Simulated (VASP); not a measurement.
Input of a VASP 6.6.1 run:

File INCAR:

```
SYSTEM = AlSn
PREC = Accurate ; ENCUT = 520
EDIFF = 1E-7 ; ISMEAR = -1
SIGMA = 0.05 ; LREAL = .FALSE.
LASPH = .TRUE. ; NELM = 100
ALGO = Fast ; ISIF = 2
LWAVE = .FALSE. ; LCHARG = .FALSE.
GGA = PS ; IVDW = 12
NBANDS = 16
```

File KPOINTS:

```
regular mesh
0
G
  7 7 8
  0 0 0
```

File POSCAR:

```
AlSn
1.0
    4.0851784713      0.0000000000      0.0000000000
   -2.0425892356      3.5378683352      0.0000000000
    0.0000000000      0.0000000000      3.2559393654
Sn Al
1 1
Direct
    0.3333333333      0.6666666667      0.5000000000
    0.0000000000      0.0000000000      0.0000000000
```

Potentials or basis: VASP PAW PBE potentials, release 64 (Sn_d, Al).

Run with:

```console
$ cat potpaw_PBE.64/Sn_d/POTCAR potpaw_PBE.64/Al/POTCAR > POTCAR
$ mpirun -np 1 vasp_std > vasp.out
```

(1) What does it give for the dispersion energy per atom?

(2) Predict the pressure.

## Answers

(1) -0.327 eV.

(2) -0.3 GPa.

Caveat: three body term missing; the PAW data sets were made with another functional, which shifts forces and pressure a little; pairwise dispersion overbinds metals, which lowers pressure and volume.
